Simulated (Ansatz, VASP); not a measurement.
# Ir in VASP and in Ansatz

```
Ir
1.0
     0.00000    1.92000    1.92000
     1.92000    0.00000    1.92000
     1.92000    1.92000    0.00000
Ir
1
Direct
  0.00000 0.00000 0.00000
```

Alike in both runs: task single point; functional r2SCAN; k mesh 16 × 16 × 16; occupations gaussian, width 0.05 eV; no spin polarisation.

|  | VASP | Ansatz |
| --- | --- | --- |
| version | VASP 6.6.1 | Ansatz 0.2.0 |
| potentials or method | VASP PAW PBE potentials, release 64 (Ir), cutoff 520 eV | scalar-relativistic, plane waves, PAW |
| valence electrons in the cell | 9 | 17 |

|  | VASP | Ansatz | Ansatz less VASP |
| --- | --- | --- | --- |
| gap on the k mesh at the Fermi level (eV) | none | none | - |
| pressure (GPa) | 4.1 | 1.5 | -2.54 |

VASP's potentials were made for PBE, not for r2SCAN. A gap of «none» marks a metal or a gap that the smearing closes. VASP's potentials hold 9 valence electrons a cell and Ansatz's 17, so a difference there can come from the potentials and not from the codes.

Spin-orbit coupling is off throughout.
